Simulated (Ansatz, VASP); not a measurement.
# One calculation of Al, two programs

```
Al
1.0
     0.00000    2.06446    2.02398
     2.02398    0.00000    2.02398
     2.02398    2.06446    0.00000
Al
1
Direct
  0.00000 0.00000 0.00000
```

Change from the starting cell: strain +0.0200 x Voigt [0, 1, 0, 0, 0, 0], atoms carried along.

Alike in both runs: task single point; functional LDA; k mesh 20 × 20 × 20; occupations gaussian, width 0.15 eV; no spin polarisation.

|  | VASP | Ansatz |
| --- | --- | --- |
| version | VASP 6.6.1 | Ansatz 0.2.0 |
| potentials or method | VASP PAW LDA potentials, release 64 (Al), cutoff 520 eV | scalar-relativistic, plane waves, PAW |
| valence electrons in the cell | 3 | 3 |

```tsv
	VASP	Ansatz	Ansatz less VASP
gap on the k mesh at the Fermi level (eV)	none	none	-
pressure (GPa)	-4.8	-4.8	-0.03
traceless stress, the component that is largest in VASP (GPa)	-0.57	-0.58	-0.012
```

LDA's correlation is that of Perdew and Zunger in VASP and of Perdew and Wang (1992) in Ansatz. A gap of «none» marks a metal or a gap that the smearing closes.
